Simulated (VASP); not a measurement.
The system is NaCl.

```
Na Cl
1.0
     4.72108    0.00000    0.00000
    -2.36054    4.08857    0.00000
     0.00000    0.00000    5.56948
Na Cl
2 2
Cartesian
  0.0000 2.7257 -0.3481
  2.3605 1.3629 2.4367
  0.0000 2.7257 2.4366
  2.3605 1.3629 5.2214
```

Base run:

```yaml
Program: VASP 6.6.1
Functional: PBE
Potentials_or_basis: VASP PAW PBE potentials, release 64 (Na_pv, Cl)
Cutoff: 520 eV
k_mesh: 6 × 6 × 4
Occupations: gaussian, width 0.01 eV
Spin: no spin polarisation
```

Its results: band gap on the k mesh 4.84 eV; pressure 0.8 GPa.

Task: The run is repeated on the same cell with these changes: functional from PBE to r2SCAN. What comes out?

Result: Band gap on the k mesh 5.47 eV; pressure -0.2 GPa.

Caveats: the PAW data sets were made with another functional, which shifts forces and pressure a little (at least some runs).

